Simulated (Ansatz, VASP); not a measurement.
PbSe: VASP beside Ansatz

File INCAR:

```
SYSTEM = PbSe
ALGO = Normal ; EDIFF = 1E-6
ENCUT = 520 ; GGA = PS
GGA_COMPAT = .FALSE. ; ISIF = 2
ISMEAR = 0 ; LASPH = .TRUE.
LCHARG = .FALSE. ; LORBIT = 11
LORBMOM = .TRUE. ; LREAL = .FALSE.
LSORBIT = .TRUE. ; LWAVE = .FALSE.
MAGMOM = 0 0 0 0 0 0 ; NBANDS = 32
NELM = 150 ; PREC = Accurate
SIGMA = 0.01
```

Contents of KPOINTS:

```
k-points
0
G
  3 3 3
  0 0 0
```

File POSCAR:

```
PbSe
1.0
    4.3284130000      0.0000000000      0.0000000000
    2.1642065000      3.7485156161      0.0000000000
    2.1642065000      1.2495052054      3.5341344153
Pb Se
1 1
Direct
    0.0000000000      0.0000000000      0.0000000000
    0.5000000000      0.5000000000      0.5000000000
```

Input for Ansatz:

```yaml
crystal:
  lattice:
    a: 4.328413
    b: 4.328413
    c: 4.328413
    alpha: 60.0
    beta: 60.0
    gamma: 60.0
  atoms:
    - { symbol: Pb, position: [0.0, 0.0, 0.0] }
    - { symbol: Se, position: [0.5, 0.5, 0.5] }
accuracy: low
basis:
  ecutwfc: 421.77648681281397
  xc_grid: 2
kpoints:
  mp_grid:
    grid: [3, 3, 3]
    shift: [0.0, 0.0, 0.0]
hamiltonian:
  xc: pbesol
magnetization:
  noncollinear: true
  spin_orbit: true
scf:
  n_extra_bands: 8
  mixing:
    algorithm: msr1
    beta: 0.3
  occupations:
    method: fixed
  eigensolver:
    kind: davidson
    full_accuracy: true
output:
  eigenvalues: true
```

Alike in both runs: task single point; functional PBEsol; k mesh 3 × 3 × 3; non-collinear spin, spin-orbit coupling.

```csv
,VASP,Ansatz
version,VASP 6.6.1,Ansatz 0.2.0
potentials or method,"VASP PAW PBE potentials, release 64 (Pb_d, Se), cutoff 520 eV","plane waves, PAW"
occupations,"gaussian, width 0.01 eV",fixed
valence electrons in the cell,20,30
```

|  | VASP | Ansatz | Ansatz less VASP |
| --- | --- | --- | --- |
| net moment per atom (μB) | 0.00 | 0.00 | 0.000 |

VASP's potentials were made for PBE, not for PBEsol. VASP's potentials hold 20 valence electrons a cell and Ansatz's 30, so a difference there can come from the potentials and not from the codes.

The k mesh is coarse, so the values compare programs but aren't converged.
